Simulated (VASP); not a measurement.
# Ag (Fm-3m) in VASP: notebook

Ag is run at these levels: PBEsol; tasks: single point, relaxation of cell and atoms.

Everything below comes from runs of VASP 6.6.1. Logs are shortened: lines on timing, memory, paths and dates and some standing lists are left out, and cuts for length are marked.

### Step 1. The cell of the first run

Symmetry: Fm-3m, No. 225, cubic system. The conventional cell has a = 4.056 Å, b = 4.056 Å, c = 4.056 Å, α = 90.00°, β = 90.00°, γ = 90.00°. Within 3.8 Å of Ag (site symmetry m-3m) lie 12 Ag at 2.87 Å.

### Step 2. Single point, PBEsol

INCAR

```
  PREC = Accurate
  ENCUT = 500
  EDIFF = 1E-6
  ISMEAR = -1
  SIGMA = 0.1
  LREAL = False
  LASPH = True
  NELM = 120
  ALGO = Normal
  ISIF = 2
  LWAVE = False
  LCHARG = False
  GGA = PS
  NBANDS = 30
  GGA_COMPAT = False
```

KPOINTS

```
regular mesh
0
Gamma
  6 6 6
```

POSCAR

```
Ag
1.0
    4.0556739523      0.0000000000      0.0000000000
    0.0000000000      4.0556739523      0.0000000000
    0.0000000000      0.0000000000      4.0556739523
Ag
4
Direct
    0.0000000000      0.0000000000      0.0000000000
    0.0000000000      0.5000000000      0.5000000000
    0.5000000000      0.0000000000      0.5000000000
    0.5000000000      0.5000000000      0.0000000000
```

Potentials or basis: VASP PAW PBE potentials, release 64 (Ag).

Started as:

```bash
$ cat potpaw_PBE.64/Ag/POTCAR > POTCAR
$ mpirun -np 1 vasp_std > vasp.out
```

OUTCAR:

```text
PREC = Accurate
   ENCUT = 500
   EDIFF = 1E-6
   ISMEAR = -1
   LREAL = False
   LASPH = True
   NELM = 120
   ISIF = 2
   GGA = PS

 ion  position               nearest neighbor table
   1  0.000  0.000  0.000-   2 2.87   3 2.87   4 2.87   2 2.87   3 2.87   2 2.87   4 2.87   2 2.87
                             3 2.87   4 2.87   3 2.87   4 2.87
   2  0.000  0.500  0.500-   1 2.87   3 2.87   4 2.87   1 2.87   4 2.87   1 2.87   3 2.87   1 2.87
                             3 2.87   4 2.87   4 2.87   3 2.87
   3  0.500  0.000  0.500-   1 2.87   2 2.87   4 2.87   1 2.87   4 2.87   2 2.87   4 2.87   4 2.87
                             1 2.87   2 2.87   1 2.87   2 2.87
   4  0.500  0.500  0.000-   1 2.87   2 2.87   3 2.87   2 2.87   3 2.87   1 2.87   3 2.87   3 2.87
                             1 2.87   2 2.87   2 2.87   1 2.87

  LATTYP: Found a simple cubic cell.
 ALAT       =     4.0556739523

  Lattice vectors:

 A1 = (   4.0556739523,   0.0000000000,   0.0000000000)
 A2 = (   0.0000000000,   4.0556739523,   0.0000000000)
 A3 = (   0.0000000000,   0.0000000000,   4.0556739523)

Analysis of symmetry for initial positions (statically):
=====================================================================
 Subroutine PRICEL returns following result:

  LATTYP: Found a face centered cubic cell.
 ALAT       =     4.0556739523

  Lattice vectors:

 A1 = (   2.0278369762,  -2.0278369762,   0.0000000000)
 A2 = (   2.0278369762,   0.0000000000,   2.0278369762)
 A3 = (   0.0000000000,  -2.0278369762,   2.0278369762)

   4 primitive cells build up your supercell.

 Routine SETGRP: Setting up the symmetry group for a
 simple cubic supercell.

 Subroutine GETGRP returns: Found 48 space group operations
 (whereof 48 operations were pure point group operations)
 out of a pool of 48 trial point group operations.

The static configuration has the point symmetry O_h .

Analysis of symmetry for dynamics (positions and initial velocities):
=====================================================================
 Subroutine PRICEL returns following result:

  LATTYP: Found a face centered cubic cell.
 ALAT       =     4.0556739523

  Lattice vectors:

 A1 = (   2.0278369762,  -2.0278369762,   0.0000000000)
 A2 = (   2.0278369762,   0.0000000000,   2.0278369762)
 A3 = (   0.0000000000,  -2.0278369762,   2.0278369762)

   4 primitive cells build up your supercell.

 Routine SETGRP: Setting up the symmetry group for a
 simple cubic supercell.

 Subroutine GETGRP returns: Found 48 space group operations
 (whereof 48 operations were pure point group operations)
 out of a pool of 48 trial point group operations.

The dynamic configuration has the point symmetry O_h .

 Subroutine INISYM returns: Found 48 space group operations
 (whereof 48 operations are pure point group operations),
 and found     4 'primitive' translations

----------------------------------------------------------------------------------------

                                     Primitive cell

  volume of cell :      16.6774

  direct lattice vectors                    reciprocal lattice vectors
     2.027836976 -2.027836976  0.000000000     0.246568144 -0.246568144 -0.246568144
     2.027836976  0.000000000  2.027836976     0.246568144  0.246568144  0.246568144
     0.000000000 -2.027836976  2.027836976    -0.246568144 -0.246568144  0.246568144

  length of vectors
     2.867794554  2.867794554  2.867794554     0.427068553  0.427068553  0.427068553

  position of ions in fractional coordinates (direct lattice)
     0.000000000  0.000000000  0.000000000

  ion indices of the primitive-cell ions
   primitive index   ion index
                 1           1

----------------------------------------------------------------------------------------

 KPOINTS: regular mesh

Automatic generation of k-mesh.
 Grid dimensions read from file:
 generate k-points for:    6    6    6

 Generating k-lattice:

  Cartesian coordinates                     Fractional coordinates (reciprocal lattice)
     0.041094691  0.000000000  0.000000000     0.166666667  0.000000000  0.000000000
     0.000000000  0.041094691  0.000000000     0.000000000  0.166666667  0.000000000
     0.000000000  0.000000000  0.041094691     0.000000000  0.000000000  0.166666667

  Length of vectors
     0.041094691  0.041094691  0.041094691

  Shift w.r.t. Gamma in fractional coordinates (k-lattice)
     0.000000000  0.000000000  0.000000000

 Subroutine IBZKPT returns following result:
 ===========================================

 Found     20 irreducible k-points:

 Following reciprocal coordinates:
            Coordinates               Weight
  0.000000  0.000000  0.000000      1.000000
  0.166667  0.000000  0.000000      6.000000
  0.333333  0.000000  0.000000      6.000000
  0.500000  0.000000  0.000000      3.000000
  0.166667  0.166667  0.000000     12.000000
  0.333333  0.166667  0.000000     24.000000
[... 12 lines left out ...]
  0.500000  0.500000  0.333333      6.000000
  0.500000  0.500000  0.500000      1.000000
   k-points           NKPTS =     20   k-points in BZ     NKDIM =     20   number of bands    NBANDS=     30
   number of dos      NEDOS =    301   number of ions     NIONS =      4
   total plane-waves  NPLWV =  27000
   dimension x,y,z NGX =    30 NGY =   30 NGZ =   30
   dimension x,y,z NGXF=    60 NGYF=   60 NGZF=   60
   ions per type =               4
   NGX,Y,Z   is equivalent  to a cutoff of  12.30, 12.30, 12.30 a.u.
   NGXF,Y,Z  is equivalent  to a cutoff of  24.59, 24.59, 24.59 a.u.
 SYSTEM =  unknown system
   PREC   = accura    normal or accurate (medium, high low for compatibility)
   ISTART =      0    job   : 0-new  1-cont  2-samecut
   ICHARG =      2    charge: 1-file 2-atom 10-const
   ISPIN  =      1    spin polarized calculation?
   LNONCOLLINEAR =      F non collinear calculations
   LSORBIT =      F    spin-orbit coupling
   LASPH  =      T    aspherical Exc in radial PAW
   ENCUT  =  500.0 eV  36.75 Ry    6.06 a.u.   7.39  7.39  7.39*2*pi/ulx,y,z
   NELM   =    120;   NELMIN=  2; NELMDL= -5     # of ELM steps
   EDIFF  = 0.1E-05   stopping-criterion for ELM
   LREAL  =      F    real-space projection
   EDIFFG = 0.1E-04   stopping-criterion for IOM
   NSW    =      0    number of steps for IOM
   IBRION =     -1    ionic relax: 0-MD 1-quasi-New 2-CG
   NFREE  =      0    steps in history (QN), initial steepest desc. (CG)
   ISIF   =      2    stress and relaxation
   ISYM   =      2    0-nonsym 1-usesym 2-fastsym
   POTIM  = 0.5000    time-step for ionic-motion
   TEBEG  =    0.0;   TEEND  =   0.0 temperature during run
   PSTRESS=    0.0 pullay stress
   NELECT =      44.0000    total number of electrons
   NUPDOWN=      -1.0000    fix difference up-down
   EMIN   =  10.00;   EMAX   =-10.00  energy-range for DOS
   EFERMI =   0.00;   METHOD = LEGACY
   ISMEAR =    -1;   SIGMA  =   0.10  broadening in eV -4-tet -1-fermi 0-gaus
   EFERMI_NEDOS =   21; number of points for ismear=-14 and -15
   IALGO  =     38    algorithm
   IMIX   =      4    mixing-type and parameters
     AMIX     =   0.40;   BMIX     =  1.00
     AMIX_MAG =   1.60;   BMIX_MAG =  1.00
  volume/ion in A,a.u.               =      16.68       112.54
  Fermi-wavevector in a.u.,A,eV,Ry     =   1.425048  2.692949 27.630174  2.030761
  Thomas-Fermi vector in A             =   2.545473
   LORBIT       =      0    0 simple, 1 ext, 2 COOP (PROOUT), +10 PAW based schemes
   GGA     = PS    functional components
   LHFCALC =     F    Hartree Fock is set to
   AEXX    =    0.0000 exact exchange contribution
   IVDW    =     0    specifies the selected vdW correction
   LEPSILON=     F    determine dielectric tensor
   LRPA    =     F    only Hartree local field effects (RPA)
 non-spin polarized calculation
  energy-cutoff  :      500.00
  volume of cell :       66.71
 maximum number of plane-waves:      1743
 NGX is ok and might be reduce to    30
   NGX = 15   NGY = 15   NGZ = 15

 number of electron      43.9999966 magnetization

 Free energy of the ion-electron system (eV)
  ---------------------------------------------------
  ext. energy  EPLUGINS =         0.00000000
  ---------------------------------------------------
  free energy    TOTEN  =       -13.24219585 eV

  energy without entropy =      -13.19555470  energy(sigma->0) =      -13.21887528

 E-fermi :   8.5001     XC(G=0): -12.5446

 val. band max:        8.3489316851   @ k =   0.3333   0.3333   0.0000
 cond. band min:       8.5542760474   @ k =   0.3333   0.3333   0.1667
 fundamental gap:      0.2053443623
 Fermi energy:         8.5000988441

 k-point     1 :       0.0000    0.0000    0.0000
  band No.  band energies     occupation
      1       0.5468      2.00000
      2       1.9700      2.00000
      3       1.9700      2.00000
      4       1.9700      2.00000
      5       2.1228      2.00000
      6       2.1228      2.00000
[... 22 lines left out ...]
     29      19.2558      0.00000
     30      19.2558      0.00000

 k-point     2 :       0.1667    0.0000    0.0000
  band No.  band energies     occupation
      1       0.8398      2.00000
      2       2.0885      2.00000
      3       2.1269      2.00000
      4       2.1269      2.00000
      5       2.2164      2.00000
      6       2.2668      2.00000
[... 22 lines left out ...]
     29      18.4316      0.00000
     30      18.4958      0.00000

 k-point     3 :       0.3333    0.0000    0.0000
  band No.  band energies     occupation
      1       1.6345      2.00000
      2       2.3635      2.00000
      3       2.4794      2.00000
      4       2.5059      2.00000
      5       2.5059      2.00000
      6       2.6950      2.00000
[... 22 lines left out ...]
     29      17.3510      0.00000
     30      17.3510      0.00000

 k-point     4 :       0.5000    0.0000    0.0000
  band No.  band energies     occupation
      1       2.4014      2.00000
      2       2.4014      2.00000
      3       2.7529      2.00000
      4       2.7529      2.00000
      5       2.8573      2.00000
      6       2.8573      2.00000
[... 484 lines left out ...]
     29      22.8230      0.00000
     30      22.8230      0.00000

 k-point    19 :       0.5000    0.5000    0.3333
  band No.  band energies     occupation
      1       2.1589      2.00000
      2       2.1589      2.00000
      3       2.1589      2.00000
      4       2.1589      2.00000
      5       3.6177      2.00000
      6       3.6177      2.00000
[... 22 lines left out ...]
     29      23.5437      0.00000
     30      23.5437      0.00000

 k-point    20 :       0.5000    0.5000    0.5000
  band No.  band energies     occupation
      1       2.0106      2.00000
      2       2.0106      2.00000
      3       2.0106      2.00000
      4       2.0106      2.00000
      5       3.6690      2.00000
      6       3.6690      2.00000
[... 22 lines left out ...]
     29      23.8109      0.00000
     30      23.8109      0.00000

------------------------ aborting loop because EDIFF is reached ----------------------------------------

  FORCE on cell =-STRESS in cart. coord.  units (eV):
  Direction    XX          YY          ZZ          XY          YZ          ZX
  --------------------------------------------------------------------------------------
  -------------------------------------------------------------------------------------
  Total       -0.0717925     -0.0717925     -0.0717925      0.0000000     -0.0000000      0.0000000
  in kB       -1.7242511     -1.7242511     -1.7242511      0.0000000     -0.0000000      0.0000000
  external PRESSURE =      -1.7242511 kB  Pullay stress =       0.0000000 kB

 VOLUME and BASIS-vectors are now :
 -----------------------------------------------------------------------------
  energy-cutoff  :      500.00
  volume of cell :       66.71
      direct lattice vectors                 reciprocal lattice vectors
     4.055673952  0.000000000  0.000000000     0.246568144  0.000000000  0.000000000
     0.000000000  4.055673952  0.000000000     0.000000000  0.246568144  0.000000000
     0.000000000  0.000000000  4.055673952     0.000000000  0.000000000  0.246568144

 POSITION                                       TOTAL-FORCE (eV/Angst)
 -----------------------------------------------------------------------------------
      0.00000      0.00000      0.00000        -0.000000      0.000000     -0.000000
      0.00000      2.02784      2.02784         0.000000     -0.000000      0.000000
      2.02784      0.00000      2.02784         0.000000     -0.000000      0.000000
      2.02784      2.02784      0.00000        -0.000000      0.000000     -0.000000
 -----------------------------------------------------------------------------------
    total drift:                                0.000000      0.000000     -0.000000

  FREE ENERGIE OF THE ION-ELECTRON SYSTEM (eV)
  ---------------------------------------------------
  free  energy   TOTEN  =       -13.2421958516 eV

  energy  without entropy=      -13.1955547050  energy(sigma->0) =      -13.21887528
```

Wall time 16 s (1 thread of Intel Xeon 6975P-C (Granite Rapids), shared host); peak memory 0.17 GiB.

Results:

```yaml
Free_energy: -13.2422 eV
Pressure: -0.2 GPa
Band_gap_on_the_k_mesh: zero (band 22 reaches 10.06 eV, above the bottom of band 23 at 8.01 eV)
```

Caveat: the PAW data sets were made with another functional, which shifts forces and pressure a little.

### Step 3. Relaxation of cell and atoms, PBEsol

This run uses another cell than the first one, of 17.10 Å³/atom, 1.026 times its volume.

INCAR

```
ALGO = Normal
EDIFF = 1E-7
EDIFFG = -0.02
ENCUT = 500
GGA = PS
GGA_COMPAT = F
IBRION = 2
ISIF = 3
ISMEAR = -1
LASPH = T
LCHARG = F
LREAL = F
LWAVE = F
NELM = 120
NELMIN = 4
NSW = 80
PREC = Accurate
SIGMA = 0.1
```

KPOINTS

```
k-points
0
Gamma
  6 6 6
```

POSCAR

```
Ag
1.0
    4.0900000000      0.0000000000      0.0000000000
    0.0000000000      4.0900000000      0.0000000000
    0.0000000000      0.0000000000      4.0900000000
Ag
4
Direct
    0.0000000000      0.0000000000      0.0000000000
    0.0000000000      0.5000000000      0.5000000000
    0.5000000000      0.0000000000      0.5000000000
    0.5000000000      0.5000000000      0.0000000000
```

Potentials or basis: VASP PAW PBE potentials, release 64 (Ag).

Started as:

```bash
$ cat potpaw_PBE.64/Ag/POTCAR > POTCAR
$ mpirun -np 1 vasp_std > vasp.out
```

It took 30 s on 1 thread of Intel Xeon 6975P-C (Granite Rapids), shared host; peak memory 0.18 GiB.

The run converged. Its results:

```yaml
Free_energy: -13.2431 eV
Relaxed_volume: 16.65 Å³/atom
Relaxed_cell: a = 4.053 Å, b = 4.053 Å, c = 4.053 Å, α = 90.00°, β = 90.00°, γ = 90.00°
Space_group_after_relaxing_to_0.05_Å: Fm-3m (No. 225)
Energy_gained_by_relaxing: 4.3 meV/atom
Ionic_steps: 3
Pressure_after_relaxing: 0.0 GPa
Band_gap_on_the_k_mesh: zero (band 22 reaches 10.08 eV, above the bottom of band 23 at 8.03 eV)
```

The path:
```csv
step,energy change (eV),largest force (eV/Å),pressure (GPa),volume (Å³)
1,0.0000,0.0000,-2.93,68.42
2,-0.0085,0.0000,2.32,65.36
3,-0.0172,0.0000,-0.01,66.60
```

Final structure:
```
Ag
1.0
     4.05341    0.00000    0.00000
     0.00000    4.05341    0.00000
     0.00000    0.00000    4.05341
Ag
4
Cartesian
  0.0000 0.0000 0.0000
  0.0000 2.0267 2.0267
  2.0267 0.0000 2.0267
  2.0267 2.0267 0.0000
```

Levels at points of the mesh, in eV from the Fermi level:
```tsv
k point	band 18	band 19	band 20	band 21	band 22	band 23	band 24	band 25	band 26
(0.00, 0.00, 0.00)	-2.67	-2.67	-2.67	-2.67	1.56	1.56	1.56	6.95	6.95
(0.50, 0.00, 0.00)	-3.72	-3.33	-3.33	-2.67	-2.67	6.05	6.05	6.05	6.05
(0.50, 0.50, 0.00)	-3.72	-3.72	-3.72	-0.49	-0.49	-0.49	-0.49	9.47	9.47
(0.50, 0.50, 0.50)	-2.89	-2.89	-2.89	-0.48	-0.48	-0.48	-0.48	3.76	3.76
```

Caveat: the PAW data sets were made with another functional, which shifts forces and pressure a little.
